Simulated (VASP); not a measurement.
Runs of VASP 6.6.1 on Cd. The structure is that of space group Im-3m (No. 229), or close to it. The cells are those of the table. This isn't the form of Cd at room conditions, which is hcp.

| task | level | spin | cell | cutoff (eV) | smearing | gap on the mesh (eV) | pressure (GPa) | moment (μB) |
| --- | --- | --- | --- | --- | --- | --- | --- | --- |
| single point | PBEsol | non-collinear, typed start | a = 3.091 Å, angles 109.5°, 1 atom | 520 | tetrahedron | none | -2.4 | 0.00 |
| single point | r2SCAN | non-collinear, zero start, SOC | a = 3.053 Å, angles 109.5°, 1 atom | 520 | gaussian 0.05 eV | - | 0.3 | 0.00 |
| relaxation of cell and atoms | BLYP | off | relaxed from a = 2.869 Å, angles 109.5°, 1 atom | 600 | fermi-dirac 0.15 eV | none | 0.0 | - |
| single point | PBEsol | non-collinear, typed start | a = 3.027 Å, angles 109.5°, 1 atom | 520 | tetrahedron | none | -0.4 | 0.00 |
| single point | PBEsol | non-collinear, typed start | a = 3.111 Å, angles 109.5°, 1 atom | 520 | tetrahedron | none | (a) | 0.00 |

Alike in all rows: potentials or basis VASP PAW PBE potentials, release 64 (Cd); k mesh 10 × 10 × 10.

**Question.** Fill in the values left out.

**Answer.** (a) -3.1.

Caveats: the PAW data sets were made with another functional, which shifts forces and pressure a little; tetrahedron occupations give inexact forces and stress in metals (at least some runs); the cell stands under tension (at least some runs).

A k mesh can miss the band edges, and rows without SOC leave out spin-orbit coupling on Cd.

A gap of «none» marks levels without a gap at the run's occupations.
